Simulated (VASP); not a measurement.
The system is Al2BP3.

```
Al B P
1.0
     3.59488    0.00000    0.00000
    -1.79744    3.11326    0.00000
     0.00000    0.00000   17.70172
Al B P
4 2 6
Direct
  0.33333 0.66667 0.00002
  0.33333 0.66667 0.66669
  0.66667 0.33333 0.16669
  0.66667 0.33333 0.50002
  0.33333 0.66667 0.33336
  0.66667 0.33333 0.83336
  0.33333 0.66667 0.12498
  0.33333 0.66667 0.45831
  0.33333 0.66667 0.79164
  0.66667 0.33333 0.29164
  0.66667 0.33333 0.62498
  0.66667 0.33333 0.95831
```

```yaml
Program: VASP 6.6.1
Task: relaxation of cell and atoms
Functional: PBE
Potentials_or_basis: VASP PAW PBE potentials, release 64 (Al, B, P)
Cutoff: 600 eV
k_mesh: 6 × 6 × 1
Occupations: gaussian, width 0.1 eV
Spin: no spin polarisation
```

At the start: pressure 12.1 GPa; volume 16.51 Å³/atom.

**Question.** How do energy, volume and symmetry change on relaxing?

**Answer.** Over 10 steps the energy falls by 184.5 meV/atom and the volume is 17.80 Å³/atom (+7.8 %); space group P6_3mc (No. 186, to 0.05 Å).

Step by step:
```
step  energy change (eV)  largest force (eV/Å)  pressure (GPa)  volume (Å³)
   1              0.0000                3.6165           12.07       198.11
   2             -1.3152                1.0980           -7.41       235.94
   3             -1.6296                1.3501           -2.93       223.11
   4             -2.0474                0.7708           -1.32       217.93
   5             -2.1258                0.6170            0.06       214.73
   6             -2.2074                0.2548            0.30       213.34
   7             -2.2074                0.2560            0.29       213.37
   8             -2.2130                0.0960           -0.32       214.32
   9             -2.2136                0.0644           -0.18       214.09
  10             -2.2145                0.0104            0.03       213.56
```

Final structure:
```cif
data_structure
_symmetry_space_group_name_H-M 'P 1'
_symmetry_Int_Tables_number 1
_cell_length_a 3.6537
_cell_length_b 3.6537
_cell_length_c 18.4726
_cell_angle_alpha 90.000
_cell_angle_beta 90.000
_cell_angle_gamma 120.000
_cell_volume 213.56
loop_
_atom_site_label
_atom_site_type_symbol
_atom_site_fract_x
_atom_site_fract_y
_atom_site_fract_z
_atom_site_occupancy
Al1 Al 0.33333 0.66667 0.99512 1
Al2 Al 0.33333 0.66667 0.67323 1
Al3 Al 0.66667 0.33333 0.17323 1
Al4 Al 0.66667 0.33333 0.49512 1
B1 B 0.33333 0.66667 0.33658 1
B2 B 0.66667 0.33333 0.83658 1
P1 P 0.33333 0.66667 0.12286 1
P2 P 0.33333 0.66667 0.44441 1
P3 P 0.33333 0.66667 0.80280 1
P4 P 0.66667 0.33333 0.30280 1
P5 P 0.66667 0.33333 0.62286 1
P6 P 0.66667 0.33333 0.94441 1
```
